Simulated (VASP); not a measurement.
# SnSe2 (P-3m1) in VASP: further runs, part 2 of 2

VASP 6.6.1. Earlier steps stand in the parts before.

## Step 3: Single point, PBE

This run uses another cell than the first one, of 26.30 Å³/atom, 1.030 times its volume.

INCAR reads:

```
SYSTEM = SnSe2
PREC = Accurate
ENCUT = 520
EDIFF = 1E-7
ISMEAR = 0
SIGMA = 0.01
LREAL = .FALSE.
LASPH = .TRUE.
NELM = 100
ALGO = Normal
ISIF = 2
LWAVE = .FALSE.
LCHARG = .TRUE.
GGA = PE
LELF = .TRUE.
LVHAR = .TRUE.
NBANDS = 20
```

KPOINTS reads:

```
regular mesh
0
G
  6 6 2
  0 0 0
```

POSCAR reads:

```
SnSe2
1.0
    3.8251491972      0.0000000000      0.0000000000
   -1.9125745986      3.3126763781      0.0000000000
    0.0000000000      0.0000000000      6.2270814759
Sn Se
1 2
Direct
    0.0000000000      0.0000000000      0.0000000000
    0.3333333333      0.6666666667      0.2530781097
    0.6666666667      0.3333333333      0.7469218903
```

Potentials or basis: VASP PAW PBE potentials, release 64 (Sn_d, Se).

Launch:

```
$ cat potpaw_PBE.64/Sn_d/POTCAR potpaw_PBE.64/Se/POTCAR > POTCAR
$ mpirun -np 1 vasp_std > vasp.out
```

OUTCAR:

```text
SYSTEM = SnSe2
   PREC = Accurate
   ENCUT = 520
   EDIFF = 1E-7
   ISMEAR = 0
   LREAL = .FALSE.
   LASPH = .TRUE.
   NELM = 100
   ISIF = 2
   GGA = PE

 ion  position               nearest neighbor table
   1  0.000  0.000  0.000-   2 2.71   3 2.71   3 2.71   2 2.71   3 2.71   2 2.71
   2  0.333  0.667  0.253-   1 2.71   1 2.71   1 2.71
   3  0.667  0.333  0.747-   1 2.71   1 2.71   1 2.71

  LATTYP: Found a hexagonal cell.
 ALAT       =     3.8251491972
 C/A-ratio  =     1.6279316583

  Lattice vectors:

 A1 = (   3.8251491972,   0.0000000000,   0.0000000000)
 A2 = (  -1.9125745986,   3.3126763781,   0.0000000000)
 A3 = (   0.0000000000,   0.0000000000,   6.2270814759)

Analysis of symmetry for initial positions (statically):
=====================================================================
 Subroutine PRICEL returns:
 Original cell was already a primitive cell.

 Routine SETGRP: Setting up the symmetry group for a
 hexagonal supercell.

 Subroutine GETGRP returns: Found 12 space group operations
 (whereof 12 operations were pure point group operations)
 out of a pool of 24 trial point group operations.

The static configuration has the point symmetry D_3d.

Analysis of symmetry for dynamics (positions and initial velocities):
=====================================================================
 Subroutine PRICEL returns:
 Original cell was already a primitive cell.

 Routine SETGRP: Setting up the symmetry group for a
 hexagonal supercell.

 Subroutine GETGRP returns: Found 12 space group operations
 (whereof 12 operations were pure point group operations)
 out of a pool of 24 trial point group operations.

The dynamic configuration has the point symmetry D_3d.

 Subroutine INISYM returns: Found 12 space group operations
 (whereof 12 operations are pure point group operations),
 and found     1 'primitive' translations

----------------------------------------------------------------------------------------

                                     Primitive cell

  volume of cell :      78.9063

  direct lattice vectors                    reciprocal lattice vectors
     3.825149197  0.000000000  0.000000000     0.261427711  0.150935359  0.000000000
    -1.912574599  3.312676378  0.000000000     0.000000000  0.301870719  0.000000000
     0.000000000  0.000000000  6.227081476     0.000000000  0.000000000  0.160588874

  length of vectors
     3.825149197  3.825149197  6.227081476     0.301870719  0.301870719  0.160588874

  position of ions in fractional coordinates (direct lattice)
     0.000000000  0.000000000  0.000000000
     0.333333333  0.666666667  0.253078110
     0.666666667  0.333333333  0.746921890

  ion indices of the primitive-cell ions
   primitive index   ion index
                 1           1
                 2           2
                 3           3

----------------------------------------------------------------------------------------

 KPOINTS: regular mesh

Automatic generation of k-mesh.
 Grid dimensions read from file:
 generate k-points for:    6    6    2

 Generating k-lattice:

  Cartesian coordinates                     Fractional coordinates (reciprocal lattice)
     0.043571285  0.025155893  0.000000000     0.166666667  0.000000000  0.000000000
     0.000000000  0.050311786  0.000000000     0.000000000  0.166666667  0.000000000
     0.000000000  0.000000000  0.080294437     0.000000000  0.000000000  0.500000000

  Length of vectors
     0.050311786  0.050311786  0.080294437

  Shift w.r.t. Gamma in fractional coordinates (k-lattice)
     0.000000000  0.000000000  0.000000000

 Subroutine IBZKPT returns following result:
 ===========================================

 Found     14 irreducible k-points:

 Following reciprocal coordinates:
            Coordinates               Weight
  0.000000  0.000000  0.000000      1.000000
  0.166667  0.000000  0.000000      6.000000
  0.333333 -0.000000  0.000000      6.000000
  0.500000 -0.000000  0.000000      3.000000
  0.166667  0.166667  0.000000      6.000000
  0.333333  0.166667  0.000000     12.000000
  0.333333  0.333333  0.000000      2.000000
  0.000000  0.000000  0.500000      1.000000
  0.166667  0.000000  0.500000      6.000000
  0.333333 -0.000000  0.500000      6.000000
  0.500000 -0.000000  0.500000      3.000000
  0.166667  0.166667  0.500000      6.000000
  0.333333  0.166667  0.500000     12.000000
  0.333333  0.333333  0.500000      2.000000
   k-points           NKPTS =     14   k-points in BZ     NKDIM =     14   number of bands    NBANDS=     20
   number of dos      NEDOS =    301   number of ions     NIONS =      3
   total plane-waves  NPLWV =  37632
   dimension x,y,z NGX =    28 NGY =   28 NGZ =   48
   dimension x,y,z NGXF=    56 NGYF=   56 NGZF=   96
   ions per type =               1   2
   NGX,Y,Z   is equivalent  to a cutoff of  12.17, 12.17, 12.81 a.u.
   NGXF,Y,Z  is equivalent  to a cutoff of  24.34, 24.34, 25.63 a.u.
 SYSTEM =  SnSe2
   PREC   = accura    normal or accurate (medium, high low for compatibility)
   ISTART =      0    job   : 0-new  1-cont  2-samecut
   ICHARG =      2    charge: 1-file 2-atom 10-const
   ISPIN  =      1    spin polarized calculation?
   LNONCOLLINEAR =      F non collinear calculations
   LSORBIT =      F    spin-orbit coupling
   LASPH  =      T    aspherical Exc in radial PAW
   ENCUT  =  520.0 eV  38.22 Ry    6.18 a.u.   7.11  7.11 11.58*2*pi/ulx,y,z
   NELM   =    100;   NELMIN=  2; NELMDL= -5     # of ELM steps
   EDIFF  = 0.1E-06   stopping-criterion for ELM
   LREAL  =      F    real-space projection
   EDIFFG = 0.1E-05   stopping-criterion for IOM
   NSW    =      0    number of steps for IOM
   IBRION =     -1    ionic relax: 0-MD 1-quasi-New 2-CG
   NFREE  =      0    steps in history (QN), initial steepest desc. (CG)
   ISIF   =      2    stress and relaxation
   ISYM   =      2    0-nonsym 1-usesym 2-fastsym
   POTIM  = 0.5000    time-step for ionic-motion
   TEBEG  =    0.0;   TEEND  =   0.0 temperature during run
   PSTRESS=    0.0 pullay stress
   NELECT =      26.0000    total number of electrons
   NUPDOWN=      -1.0000    fix difference up-down
   EMIN   =  10.00;   EMAX   =-10.00  energy-range for DOS
   EFERMI =   0.00;   METHOD = LEGACY
   ISMEAR =     0;   SIGMA  =   0.01  broadening in eV -4-tet -1-fermi 0-gaus
   EFERMI_NEDOS =   21; number of points for ismear=-14 and -15
   IALGO  =     38    algorithm
   IMIX   =      4    mixing-type and parameters
     AMIX     =   0.40;   BMIX     =  1.00
     AMIX_MAG =   1.60;   BMIX_MAG =  1.00
  volume/ion in A,a.u.               =      26.30       177.50
  Fermi-wavevector in a.u.,A,eV,Ry     =   1.130738  2.136785 17.395978  1.278568
  Thomas-Fermi vector in A             =   2.267435
   LORBIT       =      0    0 simple, 1 ext, 2 COOP (PROOUT), +10 PAW based schemes
   GGA     = PE    functional components
   LHFCALC =     F    Hartree Fock is set to
   AEXX    =    0.0000 exact exchange contribution
   IVDW    =     0    specifies the selected vdW correction
   LEPSILON=     F    determine dielectric tensor
   LRPA    =     F    only Hartree local field effects (RPA)
 non-spin polarized calculation
 Gauss-broadening in eV      SIGMA  =   0.01
  energy-cutoff  :      520.00
  volume of cell :       78.91
 maximum number of plane-waves:      2142
   NGX = 15   NGY = 15   NGZ = 23

 number of electron      26.0000000 magnetization

 Free energy of the ion-electron system (eV)
  ---------------------------------------------------
  ext. energy  EPLUGINS =         0.00000000
  ---------------------------------------------------
  free energy    TOTEN  =       -11.81977971 eV

  energy without entropy =      -11.81977971  energy(sigma->0) =      -11.81977971

 E-fermi :   4.0131     XC(G=0):  -9.3735

 val. band max:        3.8907212363   @ k =   0.1667   0.0000   0.0000
 cond. band min:       4.6784291812   @ k =   0.5000  -0.0000   0.5000
 fundamental gap:      0.7877079449
 Fermi energy:         4.0130638078

 k-point     1 :       0.0000    0.0000    0.0000
  band No.  band energies     occupation
      1     -17.2852      2.00000
      2     -17.2852      2.00000
      3     -17.2498      2.00000
      4     -17.2374      2.00000
      5     -17.2374      2.00000
      6      -9.8304      2.00000
[... 12 lines left out ...]
     19      12.9310      0.00000
[... 283 lines left out ...]
      4     -17.2362      2.00000
      5     -17.2191      2.00000
      6      -7.8203      2.00000
[... 12 lines left out ...]
     19      13.0741      0.00000
     20      13.0959      0.00000

------------------------ aborting loop because EDIFF is reached ----------------------------------------

  FORCE on cell =-STRESS in cart. coord.  units (eV):
  Direction    XX          YY          ZZ          XY          YZ          ZX
  --------------------------------------------------------------------------------------
  -------------------------------------------------------------------------------------
  Total        1.4891368      1.4891368      1.4050806      0.0000000      0.0000000      0.0000000
  in kB       30.2366206     30.2366206     28.5298757      0.0000000      0.0000000      0.0000000
  external PRESSURE =      29.6677056 kB  Pullay stress =       0.0000000 kB

 VOLUME and BASIS-vectors are now :
 -----------------------------------------------------------------------------
  energy-cutoff  :      520.00
  volume of cell :       78.91
      direct lattice vectors                 reciprocal lattice vectors
     3.825149197  0.000000000  0.000000000     0.261427711  0.150935359  0.000000000
    -1.912574599  3.312676378  0.000000000     0.000000000  0.301870719  0.000000000
     0.000000000  0.000000000  6.227081476     0.000000000  0.000000000  0.160588874

 POSITION                                       TOTAL-FORCE (eV/Angst)
 -----------------------------------------------------------------------------------
      0.00000      0.00000      0.00000        -0.000000      0.000000      0.000000
     -0.00000      2.20845      1.57594        -0.000000      0.000000      0.263306
      1.91257      1.10423      4.65114         0.000000      0.000000     -0.263306
 -----------------------------------------------------------------------------------
    total drift:                               -0.000000     -0.000000      0.000000

  FREE ENERGIE OF THE ION-ELECTRON SYSTEM (eV)
  ---------------------------------------------------
  free  energy   TOTEN  =       -11.8197797084 eV

  energy  without entropy=      -11.8197797084  energy(sigma->0) =      -11.81977971
```

stdout:

```text
POSCAR found type information on POSCAR SnSe
 POSCAR found :  2 types and       3 ions
 scaLAPACK will be used
 LDA part: xc-table for (Slater+PW92), standard interpolation
 POSCAR, INCAR and KPOINTS ok, starting setup
 FFT: planning ... GRIDC
 FFT: planning ... GRID_SOFT
 FFT: planning ... GRID
 WAVECAR not read
 entering main loop
```

Wall time 12 s (1 thread of Intel Xeon 6975P-C (Granite Rapids), shared host); peak memory 0.19 GiB.

What came out:

```yaml
Free_energy: -11.8198 eV
Pressure: 3.0 GPa
Largest_force: 0.263 eV/Å
Band_gap_on_the_k_mesh: 0.79 eV, indirect (least direct gap 1.12 eV)
```

Forces in eV/Å, atoms in the order of the input:
```
Sn   0.000  0.000  0.000
Se   0.000  0.000  0.263
Se   0.000  0.000 -0.263
```

Levels at points of the mesh, in eV from the valence-band top:
| k point | band 9 | band 10 | band 11 | band 12 | band 13 | band 14 | band 15 | band 16 | band 17 | band 18 |
| --- | --- | --- | --- | --- | --- | --- | --- | --- | --- | --- |
| (0.00, 0.00, 0.00) | -0.52 | -0.52 | -0.25 | -0.25 | -0.07 | 1.05 | 3.12 | 4.70 | 4.70 | 8.09 |
| (0.50, 0.00, 0.00) | -4.27 | -2.84 | -2.42 | -1.20 | -0.22 | 1.20 | 3.80 | 5.37 | 5.43 | 6.93 |
| (0.00, 0.00, 0.50) | -2.04 | -0.61 | -0.61 | -0.09 | -0.09 | 2.49 | 3.03 | 4.44 | 4.44 | 7.98 |
| (0.50, 0.00, 0.50) | -4.72 | -2.25 | -1.94 | -0.78 | -0.61 | 0.79 | 4.22 | 4.78 | 5.85 | 6.18 |

Caveat: the k points lie up to 0.50 Å⁻¹ apart; spin-orbit coupling is left out, which moves the levels of the heavy elements; this functional lacks dispersion, which binds the layers, so the pressure and a relaxed spacing across them are unreliable. A k mesh can miss the band edges.

## Step 4: Single point, PBE

This run uses another cell than the first one, of 26.30 Å³/atom, 1.030 times its volume.

INCAR reads:

```
ALGO = Normal
EDIFF = 1E-6
ENCUT = 520
GGA = PE
ISIF = 2
ISMEAR = 0
LASPH = T
LCHARG = F
LREAL = F
LWAVE = F
NBANDS = 20
NELM = 80
PREC = Accurate
SIGMA = 0.01
```

KPOINTS reads:

```
k-points
0
Gamma
  6 6 2
```

POSCAR is that of step 3.

Launch:

```
$ cat potpaw_PBE.64/Sn_d/POTCAR potpaw_PBE.64/Se/POTCAR > POTCAR
$ mpirun -np 1 vasp_std > vasp.out
```

It took 9 s on 1 thread of Intel Xeon 6975P-C (Granite Rapids), shared host; peak memory 0.19 GiB.

Results (log left out):

| Quantity | Value |
| --- | --- |
| Free energy | -11.8198 eV |
| Pressure | 3.0 GPa |
| Largest force | 0.263 eV/Å |
| Band gap on the k mesh | 0.79 eV, indirect (least direct gap 1.12 eV) |

Forces in eV/Å, atoms in the order of the input:
```
Sn   0.000  0.000  0.000
Se   0.000  0.000  0.263
Se   0.000  0.000 -0.263
```

Stress tensor (GPa, compression positive):
```
3.03 0.00 0.00
0.00 3.03 0.00
0.00 0.00 2.86
```

Levels at points of the mesh, in eV from the valence-band top:
```csv
k point,band 11,band 12,band 13,band 14,band 15,band 16
"(0.00, 0.00, 0.00)",-0.25,-0.25,-0.07,1.05,3.11,4.70
"(0.50, 0.00, 0.00)",-2.42,-1.20,-0.22,1.20,3.80,5.37
"(0.00, 0.00, 0.50)",-0.61,-0.09,-0.09,2.49,3.03,4.44
"(0.50, 0.00, 0.50)",-1.94,-0.78,-0.61,0.79,4.22,4.78
```

Caveat: the k points lie up to 0.50 Å⁻¹ apart; spin-orbit coupling is left out, which moves the levels of the heavy elements; this functional lacks dispersion, which binds the layers, so the pressure and a relaxed spacing across them are unreliable. A k mesh can miss the band edges.
